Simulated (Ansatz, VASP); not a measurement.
One calculation of AgCl, two programs

Contents of INCAR:

```
SYSTEM = AgCl
PREC = Accurate
ENCUT = 520
EDIFF = 1E-6
ISMEAR = 0
SIGMA = 0.05
LREAL = .False.
LASPH = .True.
NELM = 100
ALGO = Normal
ISIF = 2
LWAVE = .False.
LCHARG = .True.
GGA = PS
LELF = .True.
LVHAR = .True.
NBANDS = 16
```

Contents of KPOINTS:

```
regular mesh
0
Gamma
  12 12 12
  0 0 0
```

POSCAR

```
AgCl
1.0
    3.4201920219      0.0926174911      0.0926174911
    0.0926174911      3.4201920219      0.0926174911
    0.0926174911      0.0926174911      3.4201920219
Ag Cl
1 1
Direct
    0.0000000000      0.0000000000      0.0000000000
    0.5000000000      0.5000000000      0.5000000000
```

Input for Ansatz:

```yaml
crystal:
  lattice:
    - [3.4201920219, 0.0926174911, 0.0926174911]
    - [0.0926174911, 3.4201920219, 0.0926174911]
    - [0.0926174911, 0.0926174911, 3.4201920219]
  atoms:
    - { symbol: Ag, position: [0.0, 0.0, 0.0] }
    - { symbol: Cl, position: [0.5, 0.5, 0.5] }
basis:
  ecutwfc: 420
kpoints:
  mp_grid: { grid: [12, 12, 12] }
hamiltonian:
  xc: pbesol
scf:
  occupations: { method: gaussian, width: 0.05 }
output:
  forces: true
  stress: true
  eigenvalues: true
```

Alike in both runs: task single point; functional PBEsol; k mesh 12 × 12 × 12; occupations gaussian, width 0.05 eV; no spin polarisation.

```csv
,VASP,Ansatz
version,VASP 6.6.1,Ansatz 0.2.0
potentials or method,"VASP PAW PBE potentials, release 64 (Ag, Cl), cutoff 520 eV","scalar-relativistic, plane waves, PAW"
valence electrons in the cell,18,26
```

|  | VASP | Ansatz | Ansatz less VASP |
| --- | --- | --- | --- |
| gap on the k mesh at the Fermi level (eV) | 0.30 | 0.30 | 0.000 |
| least direct gap on the mesh (eV) | 1.81 | 1.81 | -0.002 |
| pressure (GPa) | -4.0 | -3.9 | +0.11 |
| traceless stress, the component that is largest in VASP (GPa) | 0.75 | 0.74 | -0.004 |

VASP's potentials were made for PBE, not for PBEsol. VASP's potentials hold 18 valence electrons a cell and Ansatz's 26, so a difference there can come from the potentials and not from the codes.
